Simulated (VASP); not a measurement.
# Al9N in VASP: further runs, part 3 of 3

VASP 6.6.1.

**6. Single point, PBE**

The input, INCAR:

```
PREC = Accurate
ENCUT = 520
EDIFF = 1E-6
ISMEAR = 0
SIGMA = 0.1
LREAL = Auto
LASPH = T
NELM = 80
ALGO = Normal
ISIF = 2
LWAVE = F
LCHARG = F
LDIPOL = T
IDIPOL = 3
DIPOL = 0.5 0.5 0.300
GGA = PE
NBANDS = 48
```

The input, KPOINTS:

```
regular mesh
0
Gamma
  5 3 1
```

The input, POSCAR:

```
Al9N
1.0
    5.7070863110      0.0000000000      0.0000000000
   -1.4267715777      9.7014842372      0.0000000000
    0.0000000000      0.0000000000     22.7903703877
Al N
18 2
Direct
    0.2662216041      0.0648864163      0.1755127245
    0.7662216041      0.0648864163      0.1755127245
    0.3354806058      0.3419224231      0.2192029851
    0.8354806058      0.3419224231      0.2192029851
    0.1493324061      0.5973296244      0.2279410371
    0.6493324061      0.5973296244      0.2279410371
    0.4631842064      0.8527368258      0.2366790893
    0.9631842064      0.8527368258      0.2366790893
    0.0319772075      0.1277109158      0.2808262501
    0.5319772075      0.1277109158      0.2808262501
    0.0997917578      0.4042231245      0.3301071117
    0.5997917578      0.4042231245      0.3301071117
    0.4144000538      0.6596656467      0.3369822073
    0.9144000538      0.6596656467      0.3369822073
    0.2263076930      0.9110819227      0.3449259125
    0.7263076930      0.9110819227      0.3449259125
    0.2962427187      0.1814071959      0.3857054641
    0.7962427187      0.1814071959      0.3857054641
    0.2134765532      0.9110819227      0.4629310629
    0.7391388328      0.9110819227      0.4629310629
```

Potentials or basis: VASP PAW PBE potentials, release 64 (Al, N).

Started as:

```
$ cat potpaw_PBE.64/Al/POTCAR potpaw_PBE.64/N/POTCAR > POTCAR
$ mpirun -np 1 vasp_std > vasp.out
```

OUTCAR:

```text
PREC = Accurate
   ENCUT = 520
   EDIFF = 1E-6
   ISMEAR = 0
   LREAL = Auto
   LASPH = T
   NELM = 80
   ISIF = 2
   GGA = PE

 ion  position               nearest neighbor table
   1  0.266  0.065  0.176-   2 2.85   2 2.85   9 2.86  10 2.86   7 2.87   3 2.87   8 2.87
   2  0.766  0.065  0.176-   1 2.85   1 2.85  10 2.86   9 2.86   8 2.87   4 2.87   7 2.87
   3  0.335  0.342  0.219-   4 2.85   4 2.85   6 2.87   5 2.87   1 2.87   9 2.89  10 2.89  12 2.96
                            11 2.97
   4  0.835  0.342  0.219-   3 2.85   3 2.85   5 2.87   6 2.87   2 2.87  10 2.89   9 2.89  11 2.96
                            12 2.97
   5  0.149  0.597  0.228-   6 2.85   6 2.85   4 2.87   3 2.87   7 2.87   8 2.87  13 2.93  14 2.93
                            11 2.99
   6  0.649  0.597  0.228-   5 2.85   5 2.85   3 2.87   4 2.87   8 2.87   7 2.87  14 2.93  13 2.93
                            12 2.99
   7  0.463  0.853  0.237-  10 2.85   8 2.85   8 2.85   5 2.87   1 2.87   6 2.87   2 2.87  16 2.90
                            15 2.91  13 2.96
   8  0.963  0.853  0.237-   9 2.85   7 2.85   7 2.85   6 2.87   2 2.87   5 2.87   1 2.87  15 2.90
                            16 2.91  14 2.96
   9  0.032  0.128  0.281-  18 2.83  17 2.83   8 2.85  10 2.85  10 2.85   1 2.86   2 2.86   3 2.89
                             4 2.89  11 2.91  15 2.93  16 2.93
  10  0.532  0.128  0.281-  17 2.83  18 2.83   7 2.85   9 2.85   9 2.85   2 2.86   1 2.86   4 2.89
                             3 2.89  12 2.91  16 2.93  15 2.93
  11  0.100  0.404  0.330-  12 2.85  12 2.85  14 2.86  13 2.87  18 2.88  17 2.89   9 2.91   4 2.96
                             3 2.97   5 2.99
  12  0.600  0.404  0.330-  11 2.85  11 2.85  13 2.86  14 2.87  17 2.88  18 2.89  10 2.91   3 2.96
                             4 2.97   6 2.99
  13  0.414  0.660  0.337-  16 2.83  15 2.83  14 2.85  14 2.85  12 2.86  11 2.87   5 2.93   6 2.93
                             7 2.96
  14  0.914  0.660  0.337-  15 2.83  16 2.83  13 2.85  13 2.85  11 2.86  12 2.87   6 2.93   5 2.93
                             8 2.96
  15  0.226  0.911  0.345-  17 2.78  14 2.83  13 2.83  16 2.85  16 2.85   8 2.90   7 2.91   9 2.93
                            10 2.93
  16  0.726  0.911  0.345-  18 2.78  13 2.83  14 2.83  15 2.85  15 2.85   7 2.90   8 2.91  10 2.93
                             9 2.93
  17  0.296  0.181  0.386-  15 2.78  10 2.83   9 2.83  18 2.85  18 2.85  12 2.88  11 2.89
  18  0.796  0.181  0.386-  16 2.78   9 2.83  10 2.83  17 2.85  17 2.85  11 2.88  12 2.89
  19  0.213  0.911  0.463-
  20  0.739  0.911  0.463-

  LATTYP: Found a simple monoclinic cell.
 ALAT       =     5.7070863110
 B/A-ratio  =     3.9933460168
 C/A-ratio  =     1.7181865164
 COS(beta)  =    -0.1455022476

  Lattice vectors:

 A1 = (   5.7070863110,   0.0000000000,   0.0000000000)
 A2 = (   0.0000000000,   0.0000000000, -22.7903703877)
 A3 = (  -1.4267715777,   9.7014842372,   0.0000000000)

Analysis of symmetry for initial positions (statically):
=====================================================================
 Subroutine PRICEL returns:
 Original cell was already a primitive cell.

 Routine SETGRP: Setting up the symmetry group for a
 simple monoclinic supercell.

 Subroutine GETGRP returns: Found  1 space group operations
 (whereof  1 operations were pure point group operations)
 out of a pool of  4 trial point group operations.

The static configuration has the point symmetry C_1 .

Analysis of symmetry for dynamics (positions and initial velocities):
=====================================================================
 Subroutine PRICEL returns:
 Original cell was already a primitive cell.

 Routine SETGRP: Setting up the symmetry group for a
 simple monoclinic supercell.
[... 114 lines left out ...]
 SYSTEM =  unknown system
   PREC   = accura    normal or accurate (medium, high low for compatibility)
   ISTART =      0    job   : 0-new  1-cont  2-samecut
   ICHARG =      2    charge: 1-file 2-atom 10-const
   ISPIN  =      1    spin polarized calculation?
   LNONCOLLINEAR =      F non collinear calculations
   LSORBIT =      F    spin-orbit coupling
   LASPH  =      T    aspherical Exc in radial PAW
   ENCUT  =  520.0 eV  38.22 Ry    6.18 a.u.  10.61 18.23 42.37*2*pi/ulx,y,z
   NELM   =     80;   NELMIN=  2; NELMDL= -5     # of ELM steps
   EDIFF  = 0.1E-05   stopping-criterion for ELM
   LREAL  =      T    real-space projection
   EDIFFG = 0.1E-04   stopping-criterion for IOM
   NSW    =      0    number of steps for IOM
   IBRION =     -1    ionic relax: 0-MD 1-quasi-New 2-CG
   NFREE  =      0    steps in history (QN), initial steepest desc. (CG)
   ISIF   =      2    stress and relaxation
   ISYM   =      2    0-nonsym 1-usesym 2-fastsym
   POTIM  = 0.5000    time-step for ionic-motion
   TEBEG  =    0.0;   TEEND  =   0.0 temperature during run
   PSTRESS=    0.0 pullay stress
   NELECT =      64.0000    total number of electrons
   NUPDOWN=      -1.0000    fix difference up-down
   EMIN   =  10.00;   EMAX   =-10.00  energy-range for DOS
   EFERMI =   0.00;   METHOD = LEGACY
   ISMEAR =     0;   SIGMA  =   0.10  broadening in eV -4-tet -1-fermi 0-gaus
   EFERMI_NEDOS =   21; number of points for ismear=-14 and -15
   IALGO  =     38    algorithm
   IMIX   =      4    mixing-type and parameters
     AMIX     =   0.40;   BMIX     =  1.00
     AMIX_MAG =   1.60;   BMIX_MAG =  1.00
  volume/ion in A,a.u.               =      63.09       425.77
  Fermi-wavevector in a.u.,A,eV,Ry     =   0.605992  1.145159  4.996416  0.367226
  Thomas-Fermi vector in A             =   1.659921
   LORBIT       =      0    0 simple, 1 ext, 2 COOP (PROOUT), +10 PAW based schemes
   GGA     = PE    functional components
   LHFCALC =     F    Hartree Fock is set to
   AEXX    =    0.0000 exact exchange contribution
   IVDW    =     0    specifies the selected vdW correction
   LEPSILON=     F    determine dielectric tensor
   LRPA    =     F    only Hartree local field effects (RPA)
 non-spin polarized calculation
 Gauss-broadening in eV      SIGMA  =   0.10
  energy-cutoff  :      520.00
  volume of cell :     1261.84
 maximum number of plane-waves:     34010
   NGX = 21   NGY = 37   NGZ = 85

 number of electron      63.9999999 magnetization

 dipolmoment           0.000000      0.000000      0.581720 electrons x Angstroem

 Free energy of the ion-electron system (eV)
  ---------------------------------------------------
  ext. energy  EPLUGINS =         0.00000000
  ---------------------------------------------------
  free energy    TOTEN  =       -67.65516898 eV

  energy without entropy =      -67.60688824  energy(sigma->0) =      -67.63102861

 E-fermi :  -1.8270     XC(G=0):  -3.5165

 val. band max:       -1.8536511133   @ k =   0.4000   0.0000   0.0000
 cond. band min:      -1.8026149501   @ k =  -0.2000   0.3333   0.0000
 fundamental gap:      0.0510361631
 Fermi energy:        -1.8269568502

 k-point     1 :       0.0000    0.0000    0.0000
  band No.  band energies     occupation
      1     -13.8221      2.00000
      2     -13.0445      2.00000
      3     -11.8454      2.00000
      4     -10.3177      2.00000
      5     -10.2046      2.00000
      6      -9.5176      2.00000
[... 365 lines left out ...]
     43       0.0376      0.00000
     44       0.3092      0.00000
 [bands above 44 left out]

------------------------ aborting loop because EDIFF is reached ----------------------------------------

 vacuum level on the upper side and lower side of the slab       (xc-potential included)         0.841        -1.018

  FORCE on cell =-STRESS in cart. coord.  units (eV):
  Direction    XX          YY          ZZ          XY          YZ          ZX
  --------------------------------------------------------------------------------------
  -------------------------------------------------------------------------------------
  Total      -16.9229197    -13.9348919    -13.5471204     -0.1266195      3.1649653      0.1236408
  in kB      -21.4873010    -17.6933545    -17.2009949     -0.1607708      4.0186070      0.1569887
  external PRESSURE =     -18.7938835 kB  Pullay stress =       0.0000000 kB

 VOLUME and BASIS-vectors are now :
 -----------------------------------------------------------------------------
  energy-cutoff  :      520.00
  volume of cell :     1261.84
      direct lattice vectors                 reciprocal lattice vectors
     5.707086311  0.000000000  0.000000000     0.175220760  0.025769253  0.000000000
    -1.426771578  9.701484237  0.000000000     0.000000000  0.103077011  0.000000000
     0.000000000  0.000000000 22.790370388     0.000000000  0.000000000  0.043878181

 POSITION                                       TOTAL-FORCE (eV/Angst)
 -----------------------------------------------------------------------------------
      1.42677      0.62949      4.00000         0.000078      0.101357      0.091356
      4.28031      0.62949      4.00000        -0.013112      0.101043      0.089093
      1.42677      3.31715      4.99572         0.005284      0.065299      0.102947
      4.28031      3.31715      4.99572        -0.002245      0.070599      0.095879
      0.00000      5.79498      5.19486        -0.006176     -0.087552     -0.034527
      2.85354      5.79498      5.19486        -0.009469     -0.097180     -0.031633
[... 12 lines left out ...]
     -0.08158      8.83885     10.55037        -0.975407      0.723278     -2.547355
      2.91842      8.83885     10.55037         0.987534      0.721063     -2.554115
 -----------------------------------------------------------------------------------
    total drift:                               -0.007520     -0.032830     -0.007829

  FREE ENERGIE OF THE ION-ELECTRON SYSTEM (eV)
  ---------------------------------------------------
  free  energy   TOTEN  =       -67.6551689815 eV

  energy  without entropy=      -67.6068882360  energy(sigma->0) =      -67.63102861

 vacuum level on the upper side and lower side of the slab         4.217         2.313
```

It took 41 min on 1 thread of Intel Xeon 8259CL, shared host; peak memory 1.2 GiB.

Results:

```
Free energy            : -67.6552 eV
Largest force          : 2.832 eV/Å
Band gap on the k mesh : zero (bands 32 and 33 overlap by 0.46 eV)
```

Forces on the atoms (eV/Å):
```
Al   0.000  0.101  0.091
Al  -0.013  0.101  0.089
Al   0.005  0.065  0.103
Al  -0.002  0.071  0.096
Al  -0.006 -0.088 -0.035
Al  -0.009 -0.097 -0.032
Al  -0.008 -0.074 -0.089
Al  -0.004 -0.065 -0.077
Al   0.004 -0.089  0.054
Al   0.002 -0.085  0.053
Al   0.005 -0.004  0.030
Al   0.011 -0.008  0.020
Al  -0.018 -0.087  0.069
Al  -0.006 -0.096  0.083
Al  -0.025 -0.197  1.736
Al   0.059 -0.191  1.735
Al  -0.008 -0.351  0.589
Al   0.001 -0.351  0.586
N   -0.975  0.723 -2.547
N    0.988  0.721 -2.554
```

Levels at points of the mesh, in eV from the Fermi level:
| k point | band 30 | band 31 | band 32 | band 33 | band 34 | band 35 |
| --- | --- | --- | --- | --- | --- | --- |
| (0.00, 0.00, 0.00) | -0.70 | -0.58 | -0.47 | -0.34 | 0.07 | 0.18 |

**7. Summary**

```tsv
cell	gap on the mesh (eV)	largest force (eV/Å)
as given, atomic positions A	none	26.43
as given, atomic positions B	none	11.06
as given, atomic positions C	none	5.03
as given, atomic positions D	none	2.77
as given, atomic positions E	none	2.83
```

Alike in all rows: task single point; level PBE; potentials or basis VASP PAW PBE potentials, release 64 (Al, N); no spin polarisation; k mesh 5 × 3 × 1; cutoff (eV) 520; smearing gaussian 0.1 eV.

Caveats: the standard files for N, O and F lose accuracy on very short bonds (at least some runs).

Absolute energies hang on the potentials; compare differences alone.
